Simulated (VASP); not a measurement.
Here is a VASP 6.6.1 calculation.

Contents of INCAR:

```
SYSTEM = Al3Ni5
ALGO = Fast
EDIFF = 1E-7
ENCUT = 520
GGA = PS
ISIF = 2
ISMEAR = 0
LASPH = .True.
LCHARG = .True.
LELF = .True.
LREAL = .False.
LVHAR = .True.
LWAVE = .False.
NBANDS = 40
NELM = 60
PREC = Accurate
SIGMA = 0.15
```

Contents of KPOINTS:

```
k-points
0
Gamma
  8 8 10
  0 0 0
```

Contents of POSCAR:

```
Al3Ni5
1.0
    3.2933322760     -3.6365585331      0.0000000000
    3.2933322760      3.6365585331      0.0000000000
    0.0000000000      0.0000000000      3.7203545651
Al Ni
3 5
Direct
    0.5000000000      0.5000000000      0.0000000000
    0.7796888787      0.2203111213      0.5000000000
    0.2203111213      0.7796888787      0.5000000000
    0.0000000000      0.0000000000      0.0000000000
    0.0000000000      0.5000000000      0.0000000000
    0.5000000000      0.0000000000      0.0000000000
    0.2762373066      0.2762373066      0.5000000000
    0.7237626934      0.7237626934      0.5000000000
```

Potentials or basis: VASP PAW PBE potentials, release 64 (Al, Ni).

Command:

```console
$ cat potpaw_PBE.64/Al/POTCAR potpaw_PBE.64/Ni/POTCAR > POTCAR
$ mpirun -np 1 vasp_std > vasp.out
```

Q: Estimate the band gap on the k mesh.

A: Zero (an odd number of electrons rules out a gap without spin polarisation).

Q: Predict the largest force.

A: 0.024 eV/Å.

Q: Predict the pressure.

A: 3.1 GPa.

Forces in eV/Å, atoms in the order of the input:
```
Al   0.000  0.000  0.000
Al   0.000 -0.019  0.000
Al   0.000  0.019  0.000
Ni   0.000  0.000  0.000
Ni   0.000  0.000  0.000
Ni   0.000  0.000  0.000
Ni   0.024  0.000  0.000
Ni  -0.024  0.000  0.000
```

Caveat: the cell differs from its parent crystal (strain -0.0150 x Voigt [0, 1, 0, 0, 0, 0]); the cell stands under pressure; the PAW data sets were made with another functional, which shifts forces and pressure a little. Spin polarisation is off, so any magnetic state and its effect on volume and gap are missing.
